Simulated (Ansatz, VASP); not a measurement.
# Two plane-wave programs on CuSn3

File POSCAR:

```
CuSn3
1.0
   -2.2838338198      2.2838338198      4.9662322526
    2.2838338198     -2.2838338198      4.9662322526
    2.2838338198      2.2838338198     -4.9662322526
Sn Cu
3 1
Direct
    0.5000000000      0.5000000000      0.0000000000
    0.2500000000      0.7500000000      0.5000000000
    0.7500000000      0.2500000000      0.5000000000
    0.0000000000      0.0000000000      0.0000000000
```

The input INCAR.step1:

```
PREC = Accurate ; ENCUT = 520
ISMEAR = -1 ; SIGMA = 0.05
LREAL = F ; LASPH = T
NELM = 80 ; NBANDS = 34
GGA = PE ; ALGO = Normal
EDIFF = 1E-4 ; LWAVE = T
LCHARG = F
```

File INCAR.step2:

```
PREC = Accurate ; ENCUT = 520
EDIFF = 1E-6 ; ISMEAR = -1
SIGMA = 0.05 ; LREAL = F
LASPH = T ; NELM = 80
ALGO = Normal ; ISIF = 2
LWAVE = F ; LCHARG = T
METAGGA = R2SCAN ; LMIXTAU = T
LELF = T ; LVHAR = T
NBANDS = 34 ; ISTART = 1
```

The input KPOINTS:

```
regular mesh
0
Gamma
  8 8 8
```

File input.yaml:

```yaml
crystal:
  lattice:
    - [-2.2838338198, 2.2838338198, 4.9662322526]
    - [2.2838338198, -2.2838338198, 4.9662322526]
    - [2.2838338198, 2.2838338198, -4.9662322526]
  atoms:
    - { symbol: Sn, position: [0.5, 0.5, 0.0] }
    - { symbol: Sn, position: [0.25, 0.75, 0.5] }
    - { symbol: Sn, position: [0.75, 0.25, 0.5] }
    - { symbol: Cu, position: [0.0, 0.0, 0.0] }
hamiltonian:
  xc: r2scan
  pseudopotentials: { kind: paw }
kpoints:
  mp_grid: { grid: [8, 8, 8] }
scf:
  occupations: { method: fermi_dirac, width: 0.05 }
output:
  forces: true
  stress: true
  eigenvalues: true
  write_density: true
  write_potential: true
  elf: true
  volumetric_format: npy
```

Alike in both runs: task single point; functional r2SCAN; k mesh 8 × 8 × 8; occupations fermi-dirac, width 0.05 eV; no spin polarisation.

|  | VASP | Ansatz |
| --- | --- | --- |
| version | VASP 6.6.1 | Ansatz 0.2.0 |
| potentials or method | VASP PAW PBE potentials, release 64 (Sn_d, Cu) | Ansatz PAW |
| plane-wave cutoff (eV) | 520 | 500 |
| valence electrons in the cell | 53 | 61 |

```csv
,VASP,Ansatz,Ansatz less VASP
gap on the k mesh at the Fermi level (eV),none,none,-
pressure (GPa),-5.0,-5.0,-0.01
"traceless stress, the component that is largest in VASP (GPa)",0.08,0.09,+0.004
```

VASP's potentials were made for PBE, not for r2SCAN. A gap of «none» marks a metal or a gap that the smearing closes. The functional is the same, so the differences come from potentials, cutoffs and numerics. VASP's potentials hold 53 valence electrons a cell and Ansatz's 61, so a difference there can come from the potentials and not from the codes.
